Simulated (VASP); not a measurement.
A run of VASP 6.6.1:

File INCAR:

```
PREC = Accurate
ENCUT = 520
EDIFF = 1E-6
ISMEAR = 0
SIGMA = 0.15
LREAL = False
LASPH = True
NELM = 80
ALGO = Fast
ISIF = 2
LWAVE = False
LCHARG = False
GGA = PS
NBANDS = 40
```

Contents of KPOINTS:

```
regular mesh
0
Gamma
  8 8 10
```

Contents of POSCAR:

```
Al3Ni5
1.0
    3.2933322733     -3.6919375996      0.0000000000
    3.2933322733      3.6919375996      0.0000000000
    0.0000000000      0.0000000000      3.7203545688
Al Ni
3 5
Direct
    0.5052023983      0.4947976017      0.0000000000
    0.7794072796      0.2205927204      0.5000000000
    0.2200295220      0.7799704780      0.5000000000
   -0.0052153280      0.0052153280      0.0000000000
    0.0082197846      0.5068889227      0.0000000000
    0.4931110773     -0.0082197846      0.0000000000
    0.2771132127      0.2753614013      0.5000000000
    0.7246385987      0.7228867873      0.5000000000
```

Potentials or basis: VASP PAW PBE potentials, release 64 (Al, Ni).

Run with:

```sh
$ cat potpaw_PBE.64/Al/POTCAR potpaw_PBE.64/Ni/POTCAR > POTCAR
$ mpirun -np 1 vasp_std > vasp.out
```

Hardware: 1 thread of Intel(R) Xeon(R) 6975P-C (Granite Rapids) (shared host).

**Question.** How long does it take, and how much memory?

**Answer.** Wall time 3.9 min on 1 thread of Intel(R) Xeon(R) 6975P-C (Granite Rapids) (shared host), peak memory 0.44 GiB. Counts: scf iterations 17, k points 126.
